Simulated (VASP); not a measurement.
Crystal: Zn.

```
CELL_PARAMETERS angstrom
0.00000 2.73837 2.73837
2.73837 0.00000 2.73837
2.73837 2.73837 0.00000
ATOMIC_POSITIONS crystal
Zn 0.12500 0.12500 0.12500
Zn 0.87500 0.87500 0.87500
```

```yaml
Program: VASP 6.6.1
Task: relaxation of cell and atoms
Functional: PBE
Potentials_or_basis: VASP PAW PBE potentials, release 64 (Zn)
Cutoff: 600 eV
k_mesh: 10 × 10 × 10
Occupations: fermi-dirac, width 0.1 eV
Spin: no spin polarisation
```

At the start: pressure 8.1 GPa; volume 20.53 Å³/atom.

Question: How do energy, volume and symmetry change on relaxing?

Answer: Over 4 steps the energy falls by 88.1 meV/atom and the volume is 24.90 Å³/atom (+21.3 %); space group Fd-3m (No. 227, to 0.05 Å).

The path:
```tsv
step	energy change (eV)	largest force (eV/Å)	pressure (GPa)	volume (Å³)
1	0.0000	0.0000	8.05	41.07
2	-0.1678	0.0000	1.28	47.51
3	-0.1750	0.0000	-0.42	50.64
4	-0.1762	0.0000	-0.04	49.81
```

Final structure:
```
Zn
1.0
     0.00000    2.92023    2.92023
     2.92023    0.00000    2.92023
     2.92023    2.92023    0.00000
Zn
2
Cartesian
  0.7301 0.7301 0.7301
  5.1104 5.1104 5.1104
```

Caveat: the volume moved by over 15 % at a fixed basis, so the end points are rough.
